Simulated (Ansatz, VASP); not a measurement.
**One calculation of In, two programs**

```xyz
3
Lattice="1.6584 0.9575 8.1524 -1.6584 0.9575 8.1524 0.0000 -1.9150 8.1524" Properties=species:S:1:pos:R:3 pbc="T T T"
In    0.0000    0.0000    0.0000
In    0.0000    0.0000   19.0279
In    0.0000    0.0000    5.4292
```

Change from the starting cell: volume scaled by 0.98, crystal datasets.

Alike in both runs: task electric field gradients; functional PBE; k mesh 14 × 14 × 14; occupations fermi-dirac, width 0.05 eV; no spin polarisation.

```csv
,VASP,Ansatz
version,VASP 6.6.1,Ansatz 0.2.0
potentials or method,"VASP PAW PBE potentials, release 64 (In_d), cutoff 520 eV","all-electron PAW with datasets made for the crystal, scalar-relativistic"
```

Ansatz gave:

```
pressure (GPa)                                                : 2.6
traceless stress, the component that is largest in VASP (GPa) : 0.18
rms of the force components (eV/Å)                            : 0.011
size of Vzz on the site where it differs most (V/Å²)          : 4.9
```

What did VASP give for the same quantities?

Pressure (GPa): 2.6; traceless stress, the component that is largest in VASP (GPa): 0.18; rms of the force components (eV/Å): 0.012; size of Vzz on the site where it differs most (V/Å²): 4.6.

Atom by atom the forces differ by 0.000 eV/Å (rms over components). Ansatz ran all-electron here, and VASP with PAW potentials.
